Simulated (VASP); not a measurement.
A run of VASP 6.6.1:

INCAR

```
PREC = Accurate
ENCUT = 520
EDIFF = 1E-6
ISMEAR = -1
SIGMA = 0.02
LREAL = Auto
LASPH = T
NELM = 150
ALGO = Normal
ISIF = 2
LWAVE = F
LCHARG = T
ISPIN = 2
MAGMOM = 0 0 0 0 0 0 0 0 0 0 0 0 0 0 0 0 0 0 0.13
LORBIT = 11
GGA = PE
IVDW = 12
LELF = T
LVHAR = T
NBANDS = 57
```

KPOINTS

```
regular mesh
0
Gamma
  2 2 1
```

POSCAR

```
C
1.0
    7.3980000000      0.0000000000      0.0000000000
   -3.6990000000      6.4068560000      0.0000000000
    0.0000000000      0.0000000000     12.0000000000
C
19
Direct
   -0.0020709978      0.0020759012      0.0880916667
    0.2152011753      0.1182639348      0.0850750000
   -0.0038787228      0.3307394454      0.0707583333
    0.2213127888      0.4450857019      0.0814916667
   -0.0012524472      0.6575924291      0.0796333333
    0.2143555835      0.7738585041      0.0839083333
    0.3182521563     -0.0075075825      0.0799916667
    0.5472480453      0.1091486995      0.0747083333
    0.3374130208      0.3361399101      0.0831833333
    0.5554416645      0.4495964948      0.0771250000
    0.3224218356      0.6632270181      0.1087666667
    0.5665216841      0.7899506404      0.1060083333
    0.6637410660      0.0037459871      0.0823083333
    0.8808607567      0.1082746358      0.0800833333
    0.6618220026      0.3378099960      0.0759916667
    0.8760789546      0.4361265494      0.0752750000
    0.6673883880      0.6720300878      0.0782166667
    0.8893340477      0.7788843701      0.0812500000
    0.4427200548      0.7169351083      0.2181416667
```

Potentials or basis: VASP PAW PBE potentials, release 64 (C).

Launch:

```console
$ cat potpaw_PBE.64/C/POTCAR > POTCAR
$ mpirun -np 1 vasp_std > vasp.out
```

Hardware: 1 thread of Intel(R) Xeon(R) Platinum 8375C CPU @ 2.90GHz (Ice Lake) (shared host).

Q: How long does it take, and how much memory?

A: Run time: 7.8 min on 1 thread of Intel(R) Xeon(R) Platinum 8375C CPU @ 2.90GHz (Ice Lake) (shared host), peak memory 0.84 GiB. Counts: scf iterations 29, k points 4.
